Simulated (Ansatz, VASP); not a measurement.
**WC in VASP and in Ansatz**

INCAR

```
PREC = Accurate
ENCUT = 600
EDIFF = 1E-6
ISMEAR = 1
SIGMA = 0.1
LREAL = False
LASPH = True
NELM = 80
ALGO = Normal
ISIF = 3
LWAVE = False
LCHARG = False
IBRION = 2
NSW = 60
EDIFFG = -0.01
```

KPOINTS

```
Automatic mesh
0
Gamma
  11 11 10
```

POSCAR

```
WC
1.0
    2.9065000000      0.0000000000      0.0000000000
   -1.4532500000      2.5171028361      0.0000000000
    0.0000000000      0.0000000000      2.8366000000
W C
1 1
Direct
    0.0000000000      0.0000000000      0.0000000000
    0.6666666667      0.3333333333      0.5000000000
```

Input for Ansatz:

```yaml
crystal:
  lattice:
    a: 2.9065
    b: 2.9065
    c: 2.8366
    alpha: 90.0
    beta: 90.0
    gamma: 120.0
  atoms:
    - { symbol: W, position: [0.0, 0.0, 0.0] }
    - { symbol: C, position: [0.6666666666666666, 0.3333333333333333, 0.5] }
basis:
  ecutwfc: 420.0
kpoints:
  mp_grid:
    grid: [11, 11, 10]
hamiltonian:
  xc: lda
  dispersion: none
scf:
  occupations:
    method: cold
  eigensolver:
    kind: davidson
    full_accuracy: true
relax:
  max_steps: 40
  cell: {}
```

Alike in both runs: task relaxation of cell and atoms; functional LDA; k mesh 11 × 11 × 10; no spin polarisation.

|  | VASP | Ansatz |
| --- | --- | --- |
| version | VASP 6.6.1 | Ansatz 0.2.0 |
| potentials or method | VASP PAW LDA potentials, release 64 (W_sv, C), cutoff 600 eV | plane waves, PAW |
| occupations | methfessel-paxton of order 1, width 0.1 eV | cold |
| valence electrons in the cell | 18 | 18 |

```tsv
	VASP	Ansatz	Ansatz less VASP
relaxed volume (Å³/atom)	10.19	10.13	-0.063
relaxed cell length with the largest relative difference (Å)	2.818	2.812	-0.0059
```

LDA's correlation is that of Perdew and Zunger in VASP and of Perdew and Wang (1992) in Ansatz.

Neither program's run includes spin-orbit coupling.
